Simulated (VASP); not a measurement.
# CdSe (P6_3mc) in VASP: further runs, part 2 of 2

VASP 6.6.1. Earlier steps stand in the parts before.

### 4 Relaxation of cell and atoms, PBEsol, target pressure 15 GPa, at which the enthalpy is minimised

INCAR

```
PREC = Accurate
ENCUT = 600
EDIFF = 1E-6
ISMEAR = 0
SIGMA = 0.01
LREAL = False
LASPH = True
NELM = 100
ALGO = Normal
ISIF = 3
LWAVE = False
LCHARG = False
GGA = PS
IBRION = 2
NSW = 100
EDIFFG = -0.002
PSTRESS = 150.0
```

KPOINTS

```
regular mesh
0
Gamma
  6 6 4
```

POSCAR

```
CdSe
1.0
    4.3011016630      0.0000000000      0.0000000000
   -2.1505508315      3.7248633044      0.0000000000
    0.0000000000      0.0000000000      7.0222409791
Cd Se
2 2
Direct
    0.3333333333      0.6666666667      0.0046992087
    0.6666666667      0.3333333333      0.5046992087
    0.3333333333      0.6666666667      0.3803007913
    0.6666666667      0.3333333333      0.8803007913
```

Potentials or basis: VASP PAW PBE potentials, release 64 (Cd, Se).

Launch:

```
$ cat potpaw_PBE.64/Cd/POTCAR potpaw_PBE.64/Se/POTCAR > POTCAR
$ mpirun -np 1 vasp_std > vasp.out
```

OUTCAR:

```text
PREC = Accurate
   ENCUT = 600
   EDIFF = 1E-6
   ISMEAR = 0
   LREAL = False
   LASPH = True
   NELM = 100
   ISIF = 3
   GGA = PS
   IBRION = 2
   NSW = 100
   EDIFFG = -0.002
   PSTRESS = 150.0

 ion  position               nearest neighbor table
   1  0.333  0.667  0.005-   4 2.63   4 2.63   4 2.63   3 2.64
   2  0.667  0.333  0.505-   3 2.63   3 2.63   3 2.63   4 2.64
   3  0.333  0.667  0.380-   2 2.63   2 2.63   2 2.63   1 2.64
   4  0.667  0.333  0.880-   1 2.63   1 2.63   1 2.63   2 2.64

  LATTYP: Found a hexagonal cell.
 ALAT       =     4.3011016630
 C/A-ratio  =     1.6326610086

  Lattice vectors:

 A1 = (   4.3011016630,   0.0000000000,   0.0000000000)
 A2 = (  -2.1505508315,   3.7248633044,   0.0000000000)
 A3 = (   0.0000000000,   0.0000000000,   7.0222409791)

Analysis of symmetry for initial positions (statically):
=====================================================================
 Subroutine PRICEL returns:
 Original cell was already a primitive cell.

 Routine SETGRP: Setting up the symmetry group for a
 hexagonal supercell.

 Subroutine GETGRP returns: Found 12 space group operations
 (whereof  6 operations were pure point group operations)
 out of a pool of 24 trial point group operations.

The static configuration has the point symmetry C_3v.
 The point group associated with its full space group is C_6v.

[... 172 lines left out ...]
  in kB        3.2305457      3.2305457      2.8612301      0.0000000      0.0000000      0.0000000
  external PRESSURE =    -146.8925595 kB  Pullay stress =     150.0000000 kB
[... 27 lines left out ...]
--------------------------------------- Ionic step        2  -------------------------------------------

 number of electron      35.9999999 magnetization

 E-fermi :   5.1278     XC(G=0): -11.0370

 val. band max:        5.0163360087   @ k =   0.0000   0.0000   0.0000
 cond. band min:       6.3070384748   @ k =   0.0000   0.0000   0.0000
 fundamental gap:      1.2907024661
 Fermi energy:         5.1277588616

 k-point     1 :       0.0000    0.0000    0.0000
  band No.  band energies     occupation
      1     -10.8758      2.00000
      2     -10.0168      2.00000
      3      -5.3455      2.00000
      4      -5.3244      2.00000
      5      -5.3244      2.00000
      6      -5.1550      2.00000
[... 589 lines left out ...]
  energy  without entropy=      -11.6712248228  energy(sigma->0) =      -11.67122482

  enthalpy is  TOTEN    =        -2.7949295118 eV   P V=        8.8762953110

[... ionic steps 4 to 15 ...]

--------------------------------------- Ionic step       16  -------------------------------------------

 number of electron      36.0000002 magnetization

------------------------ aborting loop because EDIFF is reached ----------------------------------------
[... 75 lines left out ...]
--------------------------------------- Ionic step       18  -------------------------------------------

 number of electron      36.0000002 magnetization

 Free energy of the ion-electron system (eV)
  ---------------------------------------------------
  ext. energy  EPLUGINS =         0.00000000
  ---------------------------------------------------
  free energy    TOTEN  =       -11.59086216 eV

  energy without entropy =      -11.59086216  energy(sigma->0) =      -11.59086216

 E-fermi :   2.5293     XC(G=0):  -9.9450

 val. band max:        2.4828596085   @ k =   0.0000   0.0000   0.0000
 cond. band min:       3.3446388883   @ k =   0.0000   0.0000   0.0000
 fundamental gap:      0.8617792798
 Fermi energy:         2.5293079092

 k-point     1 :       0.0000    0.0000    0.0000
  band No.  band energies     occupation
      1     -11.3983      2.00000
      2     -10.8347      2.00000
      3      -6.3146      2.00000
      4      -6.2660      2.00000
      5      -6.2660      2.00000
      6      -6.1522      2.00000
[... 549 lines left out ...]
  energy  without entropy=      -11.5908621629  energy(sigma->0) =      -11.59086216

  enthalpy is  TOTEN    =        -2.7990689302 eV   P V=        8.7917932327

 reached required accuracy - stopping structural energy minimisation
```

OSZICAR:

```text
N       E                     dE             d eps       ncg     rms          rms(c)
DAV:   1     0.263268695726E+03    0.26327E+03   -0.18567E+04   924   0.165E+03
DAV:   2     0.226414414409E+01   -0.26100E+03   -0.25513E+03  1002   0.367E+02
DAV:   3    -0.129575196073E+02   -0.15222E+02   -0.15158E+02  1116   0.870E+01
DAV:   4    -0.131074432610E+02   -0.14992E+00   -0.14987E+00  1014   0.844E+00
[... 141 lines left out ...]
  17 F= -.27990685E+01 E0= -.27990685E+01  d E =-.301311E-03
       N       E                     dE             d eps       ncg     rms          rms(c)
DAV:   1    -0.115908646203E+02    0.67948E-03   -0.74557E-05   990   0.862E-02    0.108E-02
DAV:   2    -0.115908623521E+02    0.22682E-05   -0.61604E-06   900   0.340E-02    0.449E-03
DAV:   3    -0.115908621629E+02    0.18916E-06   -0.62155E-07   468   0.685E-03
  18 F= -.27990689E+01 E0= -.27990689E+01  d E =-.401041E-06
```

Run time: 9.1 min. Hardware: 1 thread of Intel Xeon 6975P-C, shared host; peak memory 0.31 GiB.

What came out:

```yaml
Free_energy: -11.5909 eV
Relaxed_volume: 23.48 Å³/atom
Relaxed_cell: a = 4.026 Å, b = 4.026 Å, c = 6.690 Å, α = 90.00°, β = 90.00°, γ = 120.00°
Space_group_after_relaxing_to_0.1_Å: P6_3mc (No. 186)
Energy_change_on_relaxing_the_run_minimises_the_enthalpy: +188.9 meV/atom
Ionic_steps: 18
Pressure_after_relaxing: 15.0 GPa
Band_gap_on_the_k_mesh: 0.86 eV
```

The path:
```tsv
step	energy change (eV)	largest force (eV/Å)	pressure (GPa)	volume (Å³)
1	0.0000	0.0014	0.31	112.50
2	4.3595	0.0919	54.42	75.52
3	0.6754	0.0264	13.96	94.81
4	0.7348	0.0279	14.76	94.15
5	0.7670	0.0286	15.19	93.80
6	0.7358	0.0112	14.77	94.13
7	0.7493	0.0189	14.95	93.99
8	0.7499	0.0156	14.96	93.98
9	0.7518	0.0057	14.98	93.96
10	0.7560	0.0156	15.02	93.91
11	0.7655	0.0640	15.10	93.81
12	0.7594	0.0334	15.06	93.87
13	0.7587	0.0276	15.05	93.88
14	0.7563	0.0101	15.01	93.90
15	0.7554	0.0019	14.98	93.91
16	0.7552	0.0002	14.99	93.91
17	0.7551	0.0002	14.98	93.91
18	0.7558	0.0005	14.99	93.91
```

Final structure:
```
CELL_PARAMETERS angstrom
4.02605 0.00000 0.00000
-2.01303 3.48666 0.00000
0.00000 0.00000 6.68971
ATOMIC_POSITIONS crystal
Cd 0.33333 0.66667 0.00744
Cd 0.66667 0.33333 0.50744
Se 0.33333 0.66667 0.37756
Se 0.66667 0.33333 0.87756
```

Levels at points of the mesh, in eV from the valence-band top:
| k point | band 14 | band 15 | band 16 | band 17 | band 18 | band 19 | band 20 | band 21 | band 22 |
| --- | --- | --- | --- | --- | --- | --- | --- | --- | --- |
| (0.00, 0.00, 0.00) | -1.06 | -1.06 | -0.17 | 0.00 | 0.00 | 0.86 | 2.37 | 5.77 | 5.77 |
| (0.50, 0.00, 0.00) | -4.56 | -3.69 | -2.57 | -2.01 | -1.05 | 3.14 | 3.35 | 4.42 | 6.25 |
| (0.00, 0.00, 0.50) | -3.34 | -0.56 | -0.56 | -0.56 | -0.56 | 2.58 | 2.58 | 5.94 | 5.94 |
| (0.50, 0.00, 0.50) | -5.33 | -2.00 | -2.00 | -1.87 | -1.87 | 2.70 | 2.70 | 4.71 | 4.71 |

Caveat: the cell is relaxed towards a set pressure, so the run minimises the enthalpy, not the energy; the volume moved by over 15 % at a fixed basis, so the end points are rough; the PAW data sets were made with another functional, which shifts forces and pressure a little.

### 5 Relaxation of cell and atoms, PBEsol

INCAR

```
SYSTEM = CdSe
ALGO     = Normal         ! electronic algorithm
EDIFF    = 1E-6           ! SCF threshold, eV
EDIFFG   = -0.002         ! ionic threshold
ENCUT    = 600            ! plane-wave cutoff, eV
GGA      = PS             ! functional
IBRION   = 2              ! ionic algorithm
ISIF     = 3              ! what is computed and relaxed
ISMEAR   = -1             ! smearing method
LASPH    = .True.         ! aspherical terms in the spheres
LCHARG   = .False.        ! write CHGCAR
LREAL    = .False.        ! projectors in reciprocal space
LWAVE    = .False.        ! write WAVECAR
NELM     = 100            ! most SCF steps
NSW      = 100            ! ionic steps
PREC     = Accurate       ! precision mode
SIGMA    = 0.1            ! smearing width, eV
```

KPOINTS

```
k-points
0
Gamma
  8 8 4
  0 0 0
```

POSCAR

```
CdSe
1.0
    4.3000000000      0.0000000000      0.0000000000
   -2.1500000000      3.7239092363      0.0000000000
    0.0000000000      0.0000000000      7.0200000000
Cd Se
2 2
Direct
    0.3333333333      0.6666666667      0.0000000000
    0.6666666667      0.3333333333      0.5000000000
    0.3333333333      0.6666666667      0.3850000000
    0.6666666667      0.3333333333      0.8850000000
```

Potentials or basis: VASP PAW PBE potentials, release 64 (Cd, Se).

Launch:

```
$ cat potpaw_PBE.64/Cd/POTCAR potpaw_PBE.64/Se/POTCAR > POTCAR
$ mpirun -np 1 vasp_std > vasp.out
```

OUTCAR:

```text
SYSTEM = CdSe
   EDIFF = 1E-6
   EDIFFG = -0.002
   ENCUT = 600
   GGA = PS
   IBRION = 2
   ISIF = 3
   ISMEAR = -1
   LASPH = .True.
   LREAL = .False.
   NELM = 100
   NSW = 100
   PREC = Accurate

 ion  position               nearest neighbor table
   1  0.333  0.667  0.000-   4 2.61   4 2.61   4 2.61   3 2.70
   2  0.667  0.333  0.500-   3 2.61   3 2.61   3 2.61   4 2.70
   3  0.333  0.667  0.385-   2 2.61   2 2.61   2 2.61   1 2.70
   4  0.667  0.333  0.885-   1 2.61   1 2.61   1 2.61   2 2.70

  LATTYP: Found a hexagonal cell.
 ALAT       =     4.3000000000
 C/A-ratio  =     1.6325581395

  Lattice vectors:

 A1 = (   4.3000000000,   0.0000000000,   0.0000000000)
 A2 = (  -2.1500000000,   3.7239092363,   0.0000000000)
 A3 = (   0.0000000000,   0.0000000000,   7.0200000000)

Analysis of symmetry for initial positions (statically):
=====================================================================
 Subroutine PRICEL returns:
 Original cell was already a primitive cell.

 Routine SETGRP: Setting up the symmetry group for a
 hexagonal supercell.

 Subroutine GETGRP returns: Found 12 space group operations
 (whereof  6 operations were pure point group operations)
 out of a pool of 24 trial point group operations.

The static configuration has the point symmetry C_3v.
 The point group associated with its full space group is C_6v.

Analysis of symmetry for dynamics (positions and initial velocities):
=====================================================================
 Subroutine PRICEL returns:
 Original cell was already a primitive cell.

 Routine SETGRP: Setting up the symmetry group for a
 hexagonal supercell.

 Subroutine GETGRP returns: Found 12 space group operations
 (whereof  6 operations were pure point group operations)
 out of a pool of 24 trial point group operations.

The dynamic configuration has the point symmetry C_3v.
 The point group associated with its full space group is C_6v.

[... 137 lines left out ...]
 maximum number of plane-waves:      3791
 NGX is ok and might be reduce to    36
   NGX = 17   NGY = 17   NGZ = 29

--------------------------------------- Ionic step        1  -------------------------------------------

 number of electron      35.9999991 magnetization

 Free energy of the ion-electron system (eV)
  ---------------------------------------------------
  ext. energy  EPLUGINS =         0.00000000
  ---------------------------------------------------
  free energy    TOTEN  =       -12.33204084 eV

  energy without entropy =      -12.33091358  energy(sigma->0) =      -12.33147721

------------------------ aborting loop because EDIFF is reached ----------------------------------------

  FORCE on cell =-STRESS in cart. coord.  units (eV):
  Direction    XX          YY          ZZ          XY          YZ          ZX
  --------------------------------------------------------------------------------------
  -------------------------------------------------------------------------------------
  Total        0.7624250      0.7624250     -0.5692936      0.0000000      0.0000000      0.0000000
  in kB       10.8668352     10.8668352     -8.1141345      0.0000000      0.0000000      0.0000000
  external PRESSURE =       4.5398453 kB  Pullay stress =       0.0000000 kB
[... 95 lines left out ...]
  FREE ENERGIE OF THE ION-ELECTRON SYSTEM (eV)
  ---------------------------------------------------
  free  energy   TOTEN  =       -12.3479857612 eV

  energy  without entropy=      -12.3466886984  energy(sigma->0) =      -12.34733723

[... ionic steps 4 to 8 ...]

--------------------------------------- Ionic step        9  -------------------------------------------

 number of electron      36.0000000 magnetization

------------------------ aborting loop because EDIFF is reached ----------------------------------------
[... 71 lines left out ...]
--------------------------------------- Ionic step       11  -------------------------------------------

 number of electron      36.0000000 magnetization

 Free energy of the ion-electron system (eV)
  ---------------------------------------------------
  ext. energy  EPLUGINS =         0.00000000
  ---------------------------------------------------
  free energy    TOTEN  =       -12.35186692 eV

  energy without entropy =      -12.35056553  energy(sigma->0) =      -12.35121622

 E-fermi :   1.1509     XC(G=0):  -9.0639

 val. band max:        0.7690688122   @ k =   0.0000   0.0000   0.0000
 cond. band min:       1.2966311465   @ k =   0.0000   0.0000   0.0000
 fundamental gap:      0.5275623344
 Fermi energy:         1.1509284050

 k-point     1 :       0.0000    0.0000    0.0000
  band No.  band energies     occupation
      1     -11.8287      2.00000
      2     -11.4490      2.00000
      3      -7.1188      2.00000
      4      -7.1118      2.00000
      5      -7.1118      2.00000
      6      -7.0443      2.00000
[... 589 lines left out ...]
     21       5.6185      0.00000
     22       5.6185      0.00000

 [... further k-points ...]
[... 5 lines left out ...]
  --------------------------------------------------------------------------------------
  -------------------------------------------------------------------------------------
  Total        0.0012866      0.0012866      0.0020344      0.0000000      0.0000000      0.0000000
  in kB        0.0182099      0.0182099      0.0287948      0.0000000      0.0000000      0.0000000
  external PRESSURE =       0.0217382 kB  Pullay stress =       0.0000000 kB
[... 19 lines left out ...]
  FREE ENERGIE OF THE ION-ELECTRON SYSTEM (eV)
  ---------------------------------------------------
  free  energy   TOTEN  =       -12.3518669179 eV

  energy  without entropy=      -12.3505655276  energy(sigma->0) =      -12.35121622

 reached required accuracy - stopping structural energy minimisation
```

OSZICAR:

```text
N       E                     dE             d eps       ncg     rms          rms(c)
DAV:   1     0.259653845995E+03    0.25965E+03   -0.18550E+04  1320   0.164E+03
DAV:   2     0.179162884917E+01   -0.25786E+03   -0.25163E+03  1446   0.368E+02
DAV:   3    -0.129544243474E+02   -0.14746E+02   -0.14691E+02  1584   0.860E+01
DAV:   4    -0.130929685388E+02   -0.13854E+00   -0.13850E+00  1440   0.821E+00
[... 81 lines left out ...]
       N       E                     dE             d eps       ncg     rms          rms(c)
DAV:   1    -0.123518862083E+02   -0.18425E-04   -0.43582E-04  1368   0.220E-01    0.317E-02
DAV:   2    -0.123518698226E+02    0.16386E-04   -0.48889E-05  1386   0.900E-02    0.113E-02
DAV:   3    -0.123518678155E+02    0.20070E-05   -0.49548E-06  1224   0.190E-02    0.981E-03
DAV:   4    -0.123518669179E+02    0.89762E-06   -0.57597E-07   660   0.578E-03
  11 F= -.12351867E+02 E0= -.12351216E+02  d E =-.463077E-04
```

Run time: 7.6 min. Hardware: 1 thread of Intel Xeon 6975P-C, shared host; peak memory 0.32 GiB.

What came out:

```yaml
Free_energy: -12.3519 eV
Relaxed_volume: 28.30 Å³/atom
Relaxed_cell: a = 4.310 Å, b = 4.310 Å, c = 7.036 Å, α = 90.00°, β = 90.00°, γ = 120.00°
Space_group_after_relaxing_to_0.1_Å: P6_3mc (No. 186)
Energy_gained_by_relaxing: 5.0 meV/atom
Ionic_steps: 11
Pressure_after_relaxing: 0.0 GPa
Band_gap_on_the_k_mesh: 0.53 eV
```

Step by step:
| step | energy change (eV) | largest force (eV/Å) | pressure (GPa) | volume (Å³) |
| --- | --- | --- | --- | --- |
| 1 | 0.0000 | 0.2744 | 0.45 | 112.41 |
| 2 | -0.0159 | 0.0636 | -0.25 | 113.70 |
| 3 | -0.0159 | 0.0682 | -0.24 | 113.68 |
| 4 | -0.0173 | 0.0376 | 0.04 | 113.07 |
| 5 | -0.0174 | 0.0226 | 0.18 | 112.79 |
| 6 | -0.0186 | 0.0176 | 0.16 | 112.86 |
| 7 | -0.0198 | 0.0037 | 0.08 | 113.01 |
| 8 | -0.0198 | 0.0044 | 0.08 | 113.00 |
| 9 | -0.0198 | 0.0030 | -0.06 | 113.32 |
| 10 | -0.0198 | 0.0004 | 0.01 | 113.17 |
| 11 | -0.0198 | 0.0002 | 0.00 | 113.20 |

Final structure:
```
CELL_PARAMETERS angstrom
4.31021 0.00000 0.00000
-2.15511 3.73275 0.00000
0.00000 0.00000 7.03567
ATOMIC_POSITIONS crystal
Cd 0.33333 0.66667 0.00467
Cd 0.66667 0.33333 0.50467
Se 0.33333 0.66667 0.38033
Se 0.66667 0.33333 0.88033
```

Caveat: semilocal functionals underestimate gaps, and a narrow one can read as zero; the PAW data sets were made with another functional, which shifts forces and pressure a little.

### 6 The runs side by side

```csv
cell,k mesh,smearing,gap on the mesh (eV),pressure (GPa)
"relaxed to 7 GPa from a = 4.301, b = 4.301, c = 7.022 Å, angles 90.0, 90.0, 120.0°, 4 atoms, atomic positions A",6 × 6 × 4,gaussian 0.01 eV,0.74,7.0
"relaxed to 10 GPa from a = 4.301, b = 4.301, c = 7.022 Å, angles 90.0, 90.0, 120.0°, 4 atoms, atomic positions A",6 × 6 × 4,gaussian 0.01 eV,0.80,10.0
"relaxed to 15 GPa from a = 4.301, b = 4.301, c = 7.022 Å, angles 90.0, 90.0, 120.0°, 4 atoms, atomic positions A",6 × 6 × 4,gaussian 0.01 eV,0.86,15.0
"relaxed from a = 4.300, b = 4.300, c = 7.020 Å, angles 90.0, 90.0, 120.0°, 4 atoms, atomic positions B",8 × 8 × 4,fermi-dirac 0.1 eV,0.53,0.0
```

Alike in all rows: task relaxation of cell and atoms; level PBEsol; potentials or basis VASP PAW PBE potentials, release 64 (Cd, Se); no spin polarisation; cutoff (eV) 600.

Caveats: the PAW data sets were made with another functional, which shifts forces and pressure a little; the cell is relaxed towards a set pressure, so the run minimises the enthalpy, not the energy (at least some runs); semilocal functionals underestimate gaps, and a narrow one can read as zero (at least some runs); the volume moved by over 15 % at a fixed basis, so the end points are rough (at least some runs).

Absolute energies hang on the potentials; compare differences alone.
